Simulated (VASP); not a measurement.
A run of VASP 6.6.1 is set up as follows.

The input INCAR:

```
PREC = Accurate
ENCUT = 520
EDIFF = 1E-7
ISMEAR = 0
SIGMA = 0.02
LREAL = F
LASPH = T
NELM = 60
ALGO = Normal
ISIF = 2
LWAVE = F
LCHARG = T
GGA = PE
LELF = T
LVHAR = T
NBANDS = 15
```

Contents of KPOINTS:

```
regular mesh
0
Gamma
  8 8 8
```

POSCAR

```
CaSe
1.0
    0.0000000000      3.0748432973      3.0748432973
    3.0748432973      0.0000000000      3.0748432973
    3.0748432973      3.0748432973      0.0000000000
Ca Se
1 1
Direct
    0.5000000000      0.5000000000      0.5000000000
    0.0000000000      0.0000000000      0.0000000000
```

Potentials or basis: VASP PAW PBE potentials, release 64 (Ca_sv, Se).

The run is started by

```sh
$ cat potpaw_PBE.64/Ca_sv/POTCAR potpaw_PBE.64/Se/POTCAR > POTCAR
$ mpirun -np 1 vasp_std > vasp.out
```

Question: Predict the pressure.

Answer: -3.6 GPa.

Question: What does it give for the band gap on the k mesh?

Answer: 2.26 eV (least direct gap 2.76 eV).

Caveat: the cell stands under tension. A k mesh can miss the band edges.
